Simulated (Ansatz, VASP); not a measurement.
# One calculation of Hf, two programs

The input POSCAR:

```
Hf
1.0
    0.0000000000      2.3976000000      2.1312000000
    2.3976000000      0.0000000000      2.1312000000
    2.3976000000      2.3976000000      0.0000000000
Hf
1
Direct
    0.0000000000      0.0000000000      0.0000000000
```

INCAR.step1

```
PREC     = Accurate       # precision mode
ENCUT    = 520            # plane-wave cutoff, eV
ISMEAR   = 0              # smearing method
SIGMA    = 0.15           # smearing width, eV
LREAL    = False          # projectors in reciprocal space
LASPH    = True           # aspherical terms in the spheres
NELM     = 80             # most SCF steps
NBANDS   = 11             # bands
GGA      = PE             # functional
ALGO     = Normal         # electronic algorithm
EDIFF    = 1E-4           # SCF threshold, eV
LWAVE    = True           # write WAVECAR
LCHARG   = False          # write CHGCAR
```

The input INCAR.step2:

```
PREC     = Accurate       # precision mode
ENCUT    = 520            # plane-wave cutoff, eV
EDIFF    = 1E-7           # SCF threshold, eV
ISMEAR   = 0              # smearing method
SIGMA    = 0.15           # smearing width, eV
LREAL    = False          # projectors in reciprocal space
LASPH    = True           # aspherical terms in the spheres
NELM     = 80             # most SCF steps
ALGO     = Normal         # electronic algorithm
ISIF     = 2              # what is computed and relaxed
LWAVE    = False          # write WAVECAR
LCHARG   = False          # write CHGCAR
METAGGA  = R2SCAN         # meta-GGA
LMIXTAU  = True         
NBANDS   = 11             # bands
ISTART   = 1
```

KPOINTS

```
regular mesh
0
Gamma
  18 18 18
```

Input for Ansatz:

```yaml
crystal:
  lattice:
    - [0.0, 2.3976, 2.1312]
    - [2.3976, 0.0, 2.1312]
    - [2.3976, 2.3976, 0.0]
  atoms:
    - { symbol: Hf, position: [0.0, 0.0, 0.0] }
basis:
  ecutwfc: 500
kpoints:
  mp_grid: { grid: [18, 18, 18] }
hamiltonian:
  xc: r2scan
scf:
  occupations: { method: gaussian, width: 0.15 }
output:
  forces: true
  stress: true
  eigenvalues: true
```

Change from the starting cell: strain +0.080 along x and y, -0.040 along z, atoms carried along.

Alike in both runs: task single point; functional r2SCAN; k mesh 18 × 18 × 18; occupations gaussian, width 0.15 eV; no spin polarisation.

```csv
,VASP,Ansatz
version,VASP 6.6.1,Ansatz 0.2.0
potentials or method,"VASP PAW PBE potentials, release 64 (Hf_pv), cutoff 520 eV","scalar-relativistic, plane waves, PAW"
valence electrons in the cell,10,26
```

```tsv
	VASP	Ansatz	Ansatz less VASP
gap on the k mesh at the Fermi level (eV)	none	none	-
pressure (GPa)	-8.5	-8.0	+0.55
traceless stress, the component that is largest in VASP (GPa)	3.13	3.13	-0.005
```

VASP's potentials were made for PBE, not for r2SCAN. A gap of «none» marks a metal or a gap that the smearing closes. VASP's potentials hold 10 valence electrons a cell and Ansatz's 26, so a difference there can come from the potentials and not from the codes.

Spin-orbit coupling is off throughout.
